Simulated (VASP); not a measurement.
# Sc (P6_3/mmc) in VASP: notebook, part 2 of 2

VASP 6.6.1. The steps go on from the part before.

### 4 Single point, PBE (strain +0.015 along x and y, +0.030 along z)

The input, INCAR:

```
ALGO = Fast
EDIFF = 1E-6
ENCUT = 520
GGA = PE
ISIF = 2
ISMEAR = 0
LASPH = True
LCHARG = False
LREAL = False
LWAVE = False
NBANDS = 18
NELM = 80
PREC = Accurate
SIGMA = 0.15
```

The input, KPOINTS:

```
k-points
0
Gamma
  18 18 10
```

The input, POSCAR:

```
Sc
1.0
    3.3584298657      0.0000000000      0.0000000000
   -1.6792149328      2.9084855806      0.0000000000
    0.0000000000      0.0000000000      5.4260400000
Sc
2
Direct
    0.3333333333      0.6666666667      0.2500000000
    0.6666666667      0.3333333333      0.7500000000
```

Potentials or basis: VASP PAW PBE potentials, release 64 (Sc_sv).

Started as:

```console
$ cat potpaw_PBE.64/Sc_sv/POTCAR > POTCAR
$ mpirun -np 1 vasp_std > vasp.out
```

OUTCAR:

```text
EDIFF = 1E-6
   ENCUT = 520
   GGA = PE
   ISIF = 2
   ISMEAR = 0
   LASPH = True
   LREAL = False
   NELM = 80
   PREC = Accurate

 ion  position               nearest neighbor table
   1  0.333  0.667  0.250-   2 3.33   2 3.33   2 3.33   2 3.33   2 3.33   2 3.33
   2  0.667  0.333  0.750-   1 3.33   1 3.33   1 3.33   1 3.33   1 3.33   1 3.33

  LATTYP: Found a hexagonal cell.
 ALAT       =     3.3584298657
 C/A-ratio  =     1.6156478524

  Lattice vectors:

 A1 = (   3.3584298657,   0.0000000000,   0.0000000000)
 A2 = (  -1.6792149328,   2.9084855806,   0.0000000000)
 A3 = (   0.0000000000,   0.0000000000,   5.4260400000)

Analysis of symmetry for initial positions (statically):
=====================================================================
 Subroutine PRICEL returns:
 Original cell was already a primitive cell.

 Routine SETGRP: Setting up the symmetry group for a
 hexagonal supercell.

 Subroutine GETGRP returns: Found 24 space group operations
 (whereof 12 operations were pure point group operations)
 out of a pool of 24 trial point group operations.

The static configuration has the point symmetry D_3d.
 The point group associated with its full space group is D_6h.

Analysis of symmetry for dynamics (positions and initial velocities):
=====================================================================
 Subroutine PRICEL returns:
 Original cell was already a primitive cell.

 Routine SETGRP: Setting up the symmetry group for a
 hexagonal supercell.

 Subroutine GETGRP returns: Found 24 space group operations
 (whereof 12 operations were pure point group operations)
 out of a pool of 24 trial point group operations.

The dynamic configuration has the point symmetry D_3d.
 The point group associated with its full space group is D_6h.

 Subroutine INISYM returns: Found 24 space group operations
 (whereof 12 operations are pure point group operations),
 and found     1 'primitive' translations

----------------------------------------------------------------------------------------
[... 114 lines left out ...]
  volume/ion in A,a.u.               =      26.50       178.84
  Fermi-wavevector in a.u.,A,eV,Ry     =   1.221201  2.307734 20.290787  1.491331
  Thomas-Fermi vector in A             =   2.356391
   LORBIT       =      0    0 simple, 1 ext, 2 COOP (PROOUT), +10 PAW based schemes
   GGA     = PE    functional components
   LHFCALC =     F    Hartree Fock is set to
   AEXX    =    0.0000 exact exchange contribution
   IVDW    =     0    specifies the selected vdW correction
   LEPSILON=     F    determine dielectric tensor
   LRPA    =     F    only Hartree local field effects (RPA)
 non-spin polarized calculation
 RMM-DIIS sequential band-by-band and
 Gauss-broadening in eV      SIGMA  =   0.15
  energy-cutoff  :      520.00
  volume of cell :       53.00
 maximum number of plane-waves:      1454
 NGX is ok and might be reduce to    28
   NGX = 13   NGY = 13   NGZ = 21

 number of electron      22.0000001 magnetization

 Free energy of the ion-electron system (eV)
  ---------------------------------------------------
  ext. energy  EPLUGINS =         0.00000000
  ---------------------------------------------------
  free energy    TOTEN  =       -12.47352664 eV

  energy without entropy =      -12.42054843  energy(sigma->0) =      -12.44703753

 E-fermi :   3.2714     XC(G=0):  -9.5924

 val. band max:        3.2708791271   @ k =   0.3889   0.1667   0.4000
 cond. band min:       3.2726087875   @ k =   0.4444   0.0556   0.4000
 fundamental gap:      0.0017296603
 Fermi energy:         3.2713839440

 k-point     1 :       0.0000    0.0000    0.0000
  band No.  band energies     occupation
      1     -46.3440      2.00000
      2     -46.2993      2.00000
      3     -25.0999      2.00000
      4     -24.8390      2.00000
      5     -24.8390      2.00000
      6     -24.7956      2.00000
[... 481 lines left out ...]
      5     -24.9634      2.00000
      6     -24.9181      2.00000
[... 10 lines left out ...]
     17       6.7490      0.00000
     18       6.8642      0.00000

 [... further k-points ...]

------------------------ aborting loop because EDIFF is reached ----------------------------------------

  FORCE on cell =-STRESS in cart. coord.  units (eV):
  Direction    XX          YY          ZZ          XY          YZ          ZX
  --------------------------------------------------------------------------------------
  -------------------------------------------------------------------------------------
  Total       -0.8698720     -0.8698720     -1.5751113     -0.0000000      0.0000000      0.0000000
  in kB      -26.2953970    -26.2953970    -47.6141067     -0.0000000      0.0000000      0.0000000
  external PRESSURE =     -33.4016336 kB  Pullay stress =       0.0000000 kB

 VOLUME and BASIS-vectors are now :
 -----------------------------------------------------------------------------
  energy-cutoff  :      520.00
  volume of cell :       53.00
      direct lattice vectors                 reciprocal lattice vectors
     3.358429866  0.000000000  0.000000000     0.297758191  0.171910771  0.000000000
    -1.679214933  2.908485581  0.000000000     0.000000000  0.343821543  0.000000000
     0.000000000  0.000000000  5.426040000     0.000000000  0.000000000  0.184296467

 POSITION                                       TOTAL-FORCE (eV/Angst)
 -----------------------------------------------------------------------------------
     -0.00000      1.93899      1.35651        -0.000000      0.000000      0.000000
      1.67921      0.96950      4.06953         0.000000     -0.000000      0.000000
 -----------------------------------------------------------------------------------
    total drift:                               -0.000000      0.000000     -0.000000

  FREE ENERGIE OF THE ION-ELECTRON SYSTEM (eV)
  ---------------------------------------------------
  free  energy   TOTEN  =       -12.4735266407 eV

  energy  without entropy=      -12.4205484291  energy(sigma->0) =      -12.44703753
```

OSZICAR:

```text
N       E                     dE             d eps       ncg     rms          rms(c)
DAV:   1     0.363123611767E+03    0.36312E+03   -0.10936E+04  8008   0.127E+03
DAV:   2     0.680157187604E+01   -0.35632E+03   -0.34905E+03  9848   0.538E+02
DAV:   3    -0.136034711762E+02   -0.20405E+02   -0.19640E+02 13308   0.153E+02
DAV:   4    -0.140037205093E+02   -0.40025E+00   -0.39731E+00 12000   0.196E+01
DAV:   5    -0.140097900684E+02   -0.60696E-02   -0.60629E-02 13692   0.252E+00    0.719E+00
RMM:   6    -0.125522585919E+02    0.14575E+01   -0.20362E+00  8295   0.180E+01    0.259E+00
RMM:   7    -0.124964661557E+02    0.55792E-01   -0.39348E+00 10558   0.141E+01    0.156E+00
RMM:   8    -0.124613125630E+02    0.35154E-01   -0.27147E-01  8663   0.610E+00    0.528E-01
RMM:   9    -0.124707104030E+02   -0.93978E-02   -0.15492E-01 11409   0.225E+00    0.140E-01
RMM:  10    -0.124727307211E+02   -0.20203E-02   -0.27668E-02 11896   0.861E-01    0.740E-02
RMM:  11    -0.124732320258E+02   -0.50130E-03   -0.71557E-03 11381   0.561E-01    0.358E-02
RMM:  12    -0.124734425004E+02   -0.21047E-03   -0.24372E-03 13288   0.242E-01    0.728E-03
RMM:  13    -0.124735177227E+02   -0.75222E-04   -0.70567E-04 11983   0.984E-02    0.116E-02
RMM:  14    -0.124735217541E+02   -0.40313E-05   -0.14721E-04 11343   0.598E-02    0.509E-03
RMM:  15    -0.124735258973E+02   -0.41432E-05   -0.48337E-05 11214   0.391E-02    0.185E-03
RMM:  16    -0.124735268766E+02   -0.97935E-06   -0.13722E-05  9878   0.202E-02    0.144E-03
RMM:  17    -0.124735266407E+02    0.23592E-06   -0.41663E-06  9057   0.151E-02
   1 F= -.12473527E+02 E0= -.12447038E+02  d E =-.529782E-01
```

stdout:

```text
POSCAR found type information on POSCAR Sc
 POSCAR found :  1 types and       2 ions
 scaLAPACK will be used
 LDA part: xc-table for (Slater+PW92), standard interpolation
 POSCAR, INCAR and KPOINTS ok, starting setup
 FFT: planning ... GRIDC
 FFT: planning ... GRID_SOFT
 FFT: planning ... GRID
 WAVECAR not read
 entering main loop
```

Wall time 1.9 min (1 thread of Intel Xeon 6975P-C (Granite Rapids), shared host); peak memory 0.3 GiB.

What came out:

```yaml
Free_energy: -12.4735 eV
Pressure: -3.3 GPa
Band_gap_on_the_k_mesh: zero (bands 11 and 12 overlap by 1.19 eV)
```

Stress tensor (GPa, compression positive):
```
-2.63  0.00  0.00
 0.00 -2.63  0.00
 0.00  0.00 -4.76
```

Levels at points of the mesh, in eV from the Fermi level:
```csv
k point,band 7,band 8,band 9,band 10,band 11,band 12,band 13,band 14,band 15,band 16
"(0.00, 0.00, 0.00)",-28.07,-28.06,-4.99,-1.62,0.23,1.52,1.52,1.55,1.88,1.88
"(0.50, 0.00, 0.00)",-28.13,-28.11,-1.54,-0.97,-0.62,-0.28,1.09,1.39,1.60,3.52
"(0.00, 0.00, 0.50)",-28.09,-28.09,-3.60,-3.60,0.80,0.80,1.48,1.48,1.48,1.48
"(0.50, 0.00, 0.50)",-28.14,-28.14,-1.38,-1.38,0.02,0.02,1.13,1.13,2.27,2.27
```

Caveat: the cell differs from its parent crystal (strain +0.015 along x and y, +0.030 along z); the cell stands under tension.

### 5 Overview

| cell | gap on the mesh (eV) | pressure (GPa) |
| --- | --- | --- |
| a = 3.358, b = 3.358, c = 5.347 Å, angles 90.0, 90.0, 120.0°, 2 atoms | none | -2.7 |
| a = 3.408, b = 3.408, c = 5.268 Å, angles 90.0, 90.0, 120.0°, 2 atoms | none | -3.4 |
| a = 3.358, b = 3.358, c = 5.426 Å, angles 90.0, 90.0, 120.0°, 2 atoms | none | -3.3 |

Alike in all rows: task single point; level PBE; potentials or basis VASP PAW PBE potentials, release 64 (Sc_sv); no spin polarisation; k mesh 18 × 18 × 10; cutoff (eV) 520; smearing gaussian 0.15 eV.

Caveats: the cell stands under tension (at least some runs).

Absolute energies hang on the potentials; compare differences alone.
